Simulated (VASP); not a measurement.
Set up this calculation in VASP 6.6.1, as the native input.

- Task: single point
- Functional: BLYP
- Potentials or basis: VASP PAW PBE potentials, release 64 (Pb_d)
- Cutoff: 520 eV
- k mesh: 13 × 13 × 4
- Occupations: fermi-dirac, width 0.1 eV
- Spin: no spin polarisation
- Dipole correction: no
- Further INCAR settings: ALGO = Normal; EDIFF = 1e-06; NBANDS = 36

The structure of Pb lies in POSCAR:

```
Pb
1.0
    3.7786189009      0.0000000000      0.0000000000
   -1.8893094505      3.2723799594      0.0000000000
    0.0000000000      0.0000000000     12.1515558066
Pb
4
Direct
    1.0000000000      0.0000000000      0.0000000000
    1.0000000000      0.0000000000      0.5000000000
    0.3333333333      0.6666666667      0.2500000000
    0.6666666667      0.3333333333      0.7500000000
```

This isn't the form of Pb at room conditions, which is fcc.

These files were run (other wordings do the same):

INCAR

```
AGGAC = 1.0
AGGAX = 1.0
ALDAC = 0.0
ALDAX = 1.0
ALGO = Normal
EDIFF = 1E-6
ENCUT = 520
GGA = B5
ISIF = 2
ISMEAR = -1
LASPH = True
LCHARG = False
LREAL = False
LWAVE = False
NBANDS = 36
NELM = 60
PREC = Accurate
SIGMA = 0.1
```

KPOINTS

```
k-points
0
Gamma
  13 13 4
```

Potentials or basis: VASP PAW PBE potentials, release 64 (Pb_d).

The run is started by

```bash
$ cat potpaw_PBE.64/Pb_d/POTCAR > POTCAR
$ mpirun -np 1 vasp_std > vasp.out
```

It gave:

```json
{
  "Pressure": "-2.0 GPa",
  "Band gap on the k mesh": "zero (bands 28 and 29 overlap by 5.36 eV)"
}
```

Caveat: the PAW data sets were made with another functional, which shifts forces and pressure a little; spin-orbit coupling is left out, which moves the levels of the heavy elements.

Run time: 4.3 min on 1 thread of Oxide Virtual Turin-like Processor, on a shared host, peak memory 0.37 GiB.
